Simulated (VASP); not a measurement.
# Ta (P6_3/mmc) in VASP: further runs

The runs below take Ta through single point, with PBE.

Program: VASP 6.6.1. These are calculated values, not measurements. Logs are shortened: lines on timing, memory, paths and dates and some standing lists are left out, and cuts for length are marked.

## Step 1: The cell of the first run

The structure is hexagonal, space group P6_3/mmc (No. 194). Conventional cell: a = 2.861 Å, b = 2.861 Å, c = 5.096 Å, α = 90.00°, β = 90.00°, γ = 120.00°. Ta (site symmetry -6m2) has 12 Ta at 2.86 to 3.04 Å within 3.8 Å.

## Step 2: Single point, PBE

Contents of INCAR:

```
SYSTEM = Ta
PREC     = Accurate       ! precision mode
ENCUT    = 520            ! plane-wave cutoff, eV
EDIFF    = 1E-7           ! SCF threshold, eV
ISMEAR   = -1             ! smearing method
SIGMA    = 0.05           ! smearing width, eV
LREAL    = .False.        ! projectors in reciprocal space
LASPH    = .True.         ! aspherical terms in the spheres
NELM     = 100            ! most SCF steps
ALGO     = Fast           ! electronic algorithm
ISIF     = 2              ! what is computed and relaxed
LWAVE    = .False.        ! write WAVECAR
LCHARG   = .False.        ! write CHGCAR
GGA      = PE             ! functional
NBANDS   = 18             ! bands
```

Contents of KPOINTS:

```
regular mesh
0
Gamma
  11 11 5
  0 0 0
```

Contents of POSCAR:

```
Ta
1.0
    2.8611730502      0.0000000000      0.0000000000
   -1.4305865251      2.4778485461      0.0000000000
    0.0000000000      0.0000000000      5.0964509272
Ta
2
Direct
    0.3333333333      0.6666666667      0.2500000000
    0.6666666667      0.3333333333      0.7500000000
```

Potentials or basis: VASP PAW PBE potentials, release 64 (Ta_pv).

Started as:

```
$ cat potpaw_PBE.64/Ta_pv/POTCAR > POTCAR
$ mpirun -np 1 vasp_std > vasp.out
```

OUTCAR:

```text
SYSTEM = Ta
   PREC = Accurate
   ENCUT = 520
   EDIFF = 1E-7
   ISMEAR = -1
   LREAL = .False.
   LASPH = .True.
   NELM = 100
   ISIF = 2
   GGA = PE

 ion  position               nearest neighbor table
   1  0.333  0.667  0.250-   2 3.04   2 3.04   2 3.04   2 3.04   2 3.04   2 3.04
   2  0.667  0.333  0.750-   1 3.04   1 3.04   1 3.04   1 3.04   1 3.04   1 3.04

  LATTYP: Found a hexagonal cell.
 ALAT       =     2.8611730502
 C/A-ratio  =     1.7812452577

  Lattice vectors:

 A1 = (   2.8611730502,   0.0000000000,   0.0000000000)
 A2 = (  -1.4305865251,   2.4778485461,   0.0000000000)
 A3 = (   0.0000000000,   0.0000000000,   5.0964509272)

Analysis of symmetry for initial positions (statically):
=====================================================================
 Subroutine PRICEL returns:
 Original cell was already a primitive cell.

 Routine SETGRP: Setting up the symmetry group for a
 hexagonal supercell.

 Subroutine GETGRP returns: Found 24 space group operations
 (whereof 12 operations were pure point group operations)
 out of a pool of 24 trial point group operations.

The static configuration has the point symmetry D_3d.
 The point group associated with its full space group is D_6h.

Analysis of symmetry for dynamics (positions and initial velocities):
=====================================================================
 Subroutine PRICEL returns:
 Original cell was already a primitive cell.

 Routine SETGRP: Setting up the symmetry group for a
 hexagonal supercell.

 Subroutine GETGRP returns: Found 24 space group operations
 (whereof 12 operations were pure point group operations)
 out of a pool of 24 trial point group operations.

The dynamic configuration has the point symmetry D_3d.
 The point group associated with its full space group is D_6h.

 Subroutine INISYM returns: Found 24 space group operations
 (whereof 12 operations are pure point group operations),
 and found     1 'primitive' translations

----------------------------------------------------------------------------------------

                                     Primitive cell

  volume of cell :      36.1316

  direct lattice vectors                    reciprocal lattice vectors
     2.861173050  0.000000000  0.000000000     0.349506997  0.201787959  0.000000000
    -1.430586525  2.477848546  0.000000000     0.000000000  0.403575917  0.000000000
     0.000000000  0.000000000  5.096450927     0.000000000  0.000000000  0.196214977

[... 82 lines left out ...]
   NELM   =    100;   NELMIN=  2; NELMDL= -5     # of ELM steps
   EDIFF  = 0.1E-06   stopping-criterion for ELM
   LREAL  =      F    real-space projection
   EDIFFG = 0.1E-05   stopping-criterion for IOM
   NSW    =      0    number of steps for IOM
   IBRION =     -1    ionic relax: 0-MD 1-quasi-New 2-CG
   NFREE  =      0    steps in history (QN), initial steepest desc. (CG)
   ISIF   =      2    stress and relaxation
   ISYM   =      2    0-nonsym 1-usesym 2-fastsym
   POTIM  = 0.5000    time-step for ionic-motion
   TEBEG  =    0.0;   TEEND  =   0.0 temperature during run
   PSTRESS=    0.0 pullay stress
   NELECT =      22.0000    total number of electrons
   NUPDOWN=      -1.0000    fix difference up-down
   EMIN   =  10.00;   EMAX   =-10.00  energy-range for DOS
   EFERMI =   0.00;   METHOD = LEGACY
   ISMEAR =    -1;   SIGMA  =   0.05  broadening in eV -4-tet -1-fermi 0-gaus
   EFERMI_NEDOS =   21; number of points for ismear=-14 and -15
   IALGO  =     68    algorithm
   IMIX   =      4    mixing-type and parameters
     AMIX     =   0.40;   BMIX     =  1.00
     AMIX_MAG =   1.60;   BMIX_MAG =  1.00
  volume/ion in A,a.u.               =      18.07       121.91
  Fermi-wavevector in a.u.,A,eV,Ry     =   1.387565  2.622119 26.195813  1.925338
  Thomas-Fermi vector in A             =   2.511774
   LORBIT       =      0    0 simple, 1 ext, 2 COOP (PROOUT), +10 PAW based schemes
   GGA     = PE    functional components
   LHFCALC =     F    Hartree Fock is set to
   AEXX    =    0.0000 exact exchange contribution
   IVDW    =     0    specifies the selected vdW correction
   LEPSILON=     F    determine dielectric tensor
   LRPA    =     F    only Hartree local field effects (RPA)
 non-spin polarized calculation
 RMM-DIIS sequential band-by-band and
  energy-cutoff  :      520.00
  volume of cell :       36.13
 maximum number of plane-waves:       985
 NGX is ok and might be reduce to    24
   NGX = 11   NGY = 11   NGZ = 19

 number of electron      22.0000000 magnetization

 Free energy of the ion-electron system (eV)
  ---------------------------------------------------
  ext. energy  EPLUGINS =         0.00000000
  ---------------------------------------------------
  free energy    TOTEN  =       -23.05928786 eV

  energy without entropy =      -23.04209242  energy(sigma->0) =      -23.05069014

 E-fermi :   5.9263     XC(G=0): -12.5890

 val. band max:        5.9056981745   @ k =   0.3636  -0.0000   0.0000
 cond. band min:       5.9423418212   @ k =   0.1818   0.1818   0.0000
 fundamental gap:      0.0366436468
 Fermi energy:         5.9263098685

 k-point     1 :       0.0000    0.0000    0.0000
  band No.  band energies     occupation
      1     -28.6440      2.00000
      2     -27.7112      2.00000
      3     -27.5885      2.00000
      4     -27.5885      2.00000
      5     -27.4954      2.00000
      6     -27.4954      2.00000
[... 481 lines left out ...]
      5     -27.7232      2.00000
      6     -27.6440      2.00000
[... 10 lines left out ...]
     17      11.1833      0.00000
     18      12.9478      0.00000

 [... further k-points ...]

------------------------ aborting loop because EDIFF is reached ----------------------------------------

  FORCE on cell =-STRESS in cart. coord.  units (eV):
  Direction    XX          YY          ZZ          XY          YZ          ZX
  --------------------------------------------------------------------------------------
  -------------------------------------------------------------------------------------
  Total        1.6498582      1.6498582      1.6857477     -0.0000000      0.0000000      0.0000000
  in kB       73.1594581     73.1594581     74.7508982     -0.0000000      0.0000000      0.0000000
  external PRESSURE =      73.6899381 kB  Pullay stress =       0.0000000 kB

 VOLUME and BASIS-vectors are now :
 -----------------------------------------------------------------------------
  energy-cutoff  :      520.00
  volume of cell :       36.13
      direct lattice vectors                 reciprocal lattice vectors
     2.861173050  0.000000000  0.000000000     0.349506997  0.201787959  0.000000000
    -1.430586525  2.477848546  0.000000000     0.000000000  0.403575917  0.000000000
     0.000000000  0.000000000  5.096450927     0.000000000  0.000000000  0.196214977

 POSITION                                       TOTAL-FORCE (eV/Angst)
 -----------------------------------------------------------------------------------
     -0.00000      1.65190      1.27411        -0.000000      0.000000      0.000000
      1.43059      0.82595      3.82234         0.000000      0.000000      0.000000
 -----------------------------------------------------------------------------------
    total drift:                                0.000000     -0.000000      0.000000

  FREE ENERGIE OF THE ION-ELECTRON SYSTEM (eV)
  ---------------------------------------------------
  free  energy   TOTEN  =       -23.0592878627 eV

  energy  without entropy=      -23.0420924207  energy(sigma->0) =      -23.05069014
```

OSZICAR:

```text
N       E                     dE             d eps       ncg     rms          rms(c)
DAV:   1     0.171626298468E+03    0.17163E+03   -0.12935E+04  1728   0.128E+03
DAV:   2    -0.195636899721E+02   -0.19119E+03   -0.18812E+03  2082   0.355E+02
DAV:   3    -0.238935415863E+02   -0.43299E+01   -0.42411E+01  2072   0.505E+01
DAV:   4    -0.239266631266E+02   -0.33122E-01   -0.33061E-01  1964   0.455E+00
DAV:   5    -0.239269310148E+02   -0.26789E-03   -0.26787E-03  1960   0.374E-01    0.189E+01
RMM:   6    -0.232696854374E+02    0.65725E+00   -0.62012E-01  1749   0.603E+00    0.928E+00
RMM:   7    -0.230578884162E+02    0.21180E+00   -0.78966E-01  1919   0.635E+00    0.479E-01
RMM:   8    -0.230585737828E+02   -0.68537E-03   -0.40184E-02  2074   0.152E+00    0.461E-01
RMM:   9    -0.230596313567E+02   -0.10576E-02   -0.97291E-03  2103   0.649E-01    0.279E-01
RMM:  10    -0.230592929026E+02    0.33845E-03   -0.26846E-03  1878   0.394E-01    0.106E-01
RMM:  11    -0.230592790020E+02    0.13901E-04   -0.29525E-04  2174   0.148E-01    0.291E-02
RMM:  12    -0.230592860448E+02   -0.70428E-05   -0.67427E-05  2352   0.596E-02    0.242E-02
RMM:  13    -0.230592869206E+02   -0.87581E-06   -0.99629E-06  2332   0.197E-02    0.118E-02
RMM:  14    -0.230592881198E+02   -0.11992E-05   -0.28013E-06  1979   0.117E-02    0.480E-03
RMM:  15    -0.230592878899E+02    0.22993E-06   -0.68927E-07  1666   0.591E-03    0.223E-03
RMM:  16    -0.230592878627E+02    0.27187E-07   -0.15369E-07  1200   0.246E-03
   1 F= -.23059288E+02 E0= -.23050690E+02  d E =-.171954E-01
```

Run time: 15 s. Hardware: 1 thread of Intel Xeon 6975P-C (Granite Rapids), shared host; peak memory 0.17 GiB.

What came out:

| Quantity | Value |
| --- | --- |
| Free energy | -23.0593 eV |
| Pressure | 7.4 GPa |
| Band gap on the k mesh | zero (band 11 reaches 6.91 eV, above the bottom of band 12 at 5.33 eV) |

Stress tensor (GPa, compression positive):
```
7.32 0.00 0.00
0.00 7.32 0.00
0.00 0.00 7.48
```

Caveat: spin-orbit coupling is left out, which moves the levels of the heavy elements.

## Step 3: Single point, PBE

This run uses another cell than the first one, of 18.44 Å³/atom, 1.021 times its volume.

Contents of INCAR:

```
SYSTEM = Ta
PREC = Accurate
ENCUT = 520
EDIFF = 1E-7
ISMEAR = -1
SIGMA = 0.05
LREAL = .FALSE.
LASPH = .TRUE.
NELM = 80
ALGO = Normal
ISIF = 2
LWAVE = .FALSE.
LCHARG = .FALSE.
GGA = PE
NBANDS = 18
```

Contents of KPOINTS:

```
regular mesh
0
G
  11 11 5
  0 0 0
```

Contents of POSCAR:

```
Ta
1.0
    2.8809059017      0.0000000000      0.0000000000
   -1.4404529508      2.4949376968      0.0000000000
    0.0000000000      0.0000000000      5.1315999754
Ta
2
Direct
    0.3333333333      0.6666666667      0.2500000000
    0.6666666667      0.3333333333      0.7500000000
```

Potentials or basis: VASP PAW PBE potentials, release 64 (Ta_pv).

Started as:

```
$ cat potpaw_PBE.64/Ta_pv/POTCAR > POTCAR
$ mpirun -np 1 vasp_std > vasp.out
```

Run time: 11 s. Hardware: 1 thread of Intel Xeon 6975P-C (Granite Rapids), shared host; peak memory 0.17 GiB.

The run converged. Its results:

```
Free energy            : -23.0838 eV
Pressure               : 3.0 GPa
Band gap on the k mesh : zero (band 11 reaches 6.69 eV, above the bottom of band 12 at 5.18 eV)
```

Stress tensor (GPa, compression positive):
```
2.81 0.00 0.00
0.00 2.81 0.00
0.00 0.00 3.43
```

Levels at points of the mesh, in eV from the Fermi level:
| k point | band 7 | band 8 | band 9 | band 10 | band 11 | band 12 | band 13 | band 14 | band 15 | band 16 |
| --- | --- | --- | --- | --- | --- | --- | --- | --- | --- | --- |
| (0.00, 0.00, 0.00) | -8.28 | -4.99 | -0.61 | -0.10 | 0.58 | 0.58 | 1.16 | 1.16 | 3.01 | 3.01 |

Caveat: spin-orbit coupling is left out, which moves the levels of the heavy elements.

[end of part 1 of 2]
